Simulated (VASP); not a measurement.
A run of VASP 6.6.1 is set up as follows.

Contents of INCAR:

```
SYSTEM = Ag
  PREC = Accurate
  ENCUT = 520
  EDIFF = 1E-6
  ISMEAR = -1
  SIGMA = 0.05
  LREAL = .False.
  LASPH = .True.
  NELM = 60
  ALGO = Normal
  ISIF = 2
  LWAVE = .False.
  LCHARG = .False.
  GGA = PE
  NBANDS = 12
```

KPOINTS

```
Automatic mesh
0
Gamma
  15 15 15
  0 0 0
```

POSCAR

```
Ag
1.0
    0.0000000000      2.0431000000      2.0226690000
    2.0431000000      0.0000000000      2.0226690000
    2.0431000000      2.0431000000      0.0000000000
Ag
1
Direct
    0.0000000000      0.0000000000      0.0000000000
```

Potentials or basis: VASP PAW PBE potentials, release 64 (Ag).

Run with:

```bash
$ cat potpaw_PBE.64/Ag/POTCAR > POTCAR
$ mpirun -np 1 vasp_std > vasp.out
```

(1) Predict the band gap on the k mesh.

(2) Predict the pressure.

Answers

(1) zero (an odd number of electrons rules out a gap without spin polarisation).

(2) 5.6 GPa.

Caveat: the cell differs from its parent crystal (zz strain of -1 %); the cell stands under pressure.
